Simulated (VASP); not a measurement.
A run of VASP 6.6.1 is set up as follows.

Contents of INCAR:

```
PREC = Accurate
ENCUT = 520
EDIFF = 1E-6
ISMEAR = 0
SIGMA = 0.05
LREAL = F
LASPH = T
NELM = 80
ALGO = Normal
ISIF = 2
LWAVE = F
LCHARG = F
GGA = PE
NBANDS = 16
```

KPOINTS

```
regular mesh
0
Gamma
  12 12 12
```

Contents of POSCAR:

```
GaN
1.0
    0.0000000000      2.3789466584      2.0221046597
    2.3789466584      0.0000000000      2.0221046597
    2.3789466584      2.3789466584      0.0000000000
Ga N
1 1
Direct
    0.0000000000      0.0000000000      0.0000000000
    0.7500000000      0.7500000000      0.7500000000
```

Potentials or basis: VASP PAW PBE potentials, release 64 (Ga_d, N).

Command:

```console
$ cat potpaw_PBE.64/Ga_d/POTCAR potpaw_PBE.64/N/POTCAR > POTCAR
$ mpirun -np 1 vasp_std > vasp.out
```

Problem. Estimate the pressure.

Solution. 3.2 GPa.

Problem. Predict the band gap on the k mesh.

Solution. 1.29 eV, direct.

Stress tensor (GPa, compression positive):
```
-1.29  0.00  0.00
 0.00 -1.29  0.00
 0.00  0.00 12.27
```
